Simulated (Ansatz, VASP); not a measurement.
Ir: VASP beside Ansatz

```
Ir
1.0
     0.00000    2.11186    1.67513
     2.11186    0.00000    1.67513
     2.11186    2.11186    0.00000
Ir
1
Cartesian
  0.0000 0.0000 0.0000
```

Alike in both runs: task single point; functional LDA; k mesh 22 × 22 × 22; occupations gaussian, width 0.15 eV; no spin polarisation.

```csv
,VASP,Ansatz
version,VASP 6.6.1,Ansatz 0.2.0
potentials or method,"VASP PAW LDA potentials, release 64 (Ir), cutoff 520 eV","scalar-relativistic, plane waves, PAW"
valence electrons in the cell,9,17
```

|  | VASP | Ansatz | Ansatz less VASP |
| --- | --- | --- | --- |
| gap on the k mesh at the Fermi level (eV) | none | none | - |
| pressure (GPa) | -15.7 | -17.6 | -1.90 |
| traceless stress, the component that is largest in VASP (GPa) | 29.04 | 29.33 | +0.292 |

LDA's correlation is that of Perdew and Zunger in VASP and of Perdew and Wang (1992) in Ansatz. A gap of «none» marks a metal or a gap that the smearing closes. VASP's potentials hold 9 valence electrons a cell and Ansatz's 17, so a difference there can come from the potentials and not from the codes.

Spin-orbit coupling is off throughout.
